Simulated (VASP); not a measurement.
The system is SrIn5.

```
Sr In
1.0
     6.40854    0.00000    0.00000
    -3.20427    5.54996    0.00000
     0.00000    0.00000    5.17179
Sr In
1 5
Direct
  0.00000 0.00000 0.00000
  0.00000 0.50000 0.50000
  0.50000 0.50000 0.50000
  0.50000 0.00000 0.50000
  0.66667 0.33333 0.00000
  0.33333 0.66667 0.00000
```

| Item | Value |
| --- | --- |
| Program | VASP 6.6.1 |
| Task | relaxation of cell and atoms |
| Functional | PBEsol |
| Potentials or basis | VASP PAW PBE potentials, release 64 (Sr_sv, In_d) |
| Cutoff | 600 eV |
| k mesh | 4 × 4 × 5 |
| Occupations | fermi-dirac, width 0.05 eV |
| Spin | no spin polarisation |

At the start: pressure -2.2 GPa; volume 30.66 Å³/atom.

Task: How do energy, volume and symmetry change on relaxing?

Result: Over 6 steps the energy falls by 16.3 meV/atom and the volume is 28.72 Å³/atom (-6.3 %); space group P6/mmm (No. 191, to 0.1 Å) before and after.

The path:
```csv
step,energy change (eV),largest force (eV/Å),pressure (GPa),volume (Å³)
1,0.0000,0.0000,-2.20,183.95
2,-0.0942,0.0000,-0.10,172.94
3,-0.0947,0.0000,0.07,172.17
4,-0.0947,0.0000,0.13,171.94
5,-0.0970,0.0000,0.08,172.16
6,-0.0979,0.0000,0.06,172.33
```

Final structure:
```
CELL_PARAMETERS angstrom
6.32237 0.00000 0.00000
-3.16119 5.47534 0.00000
0.00000 0.00000 4.97814
ATOMIC_POSITIONS crystal
Sr 0.00000 0.00000 0.00000
In 0.00000 0.50000 0.50000
In 0.50000 0.50000 0.50000
In 0.50000 0.00000 0.50000
In 0.66667 0.33333 0.00000
In 0.33333 0.66667 0.00000
```

Caveat: the PAW data sets were made with another functional, which shifts forces and pressure a little.
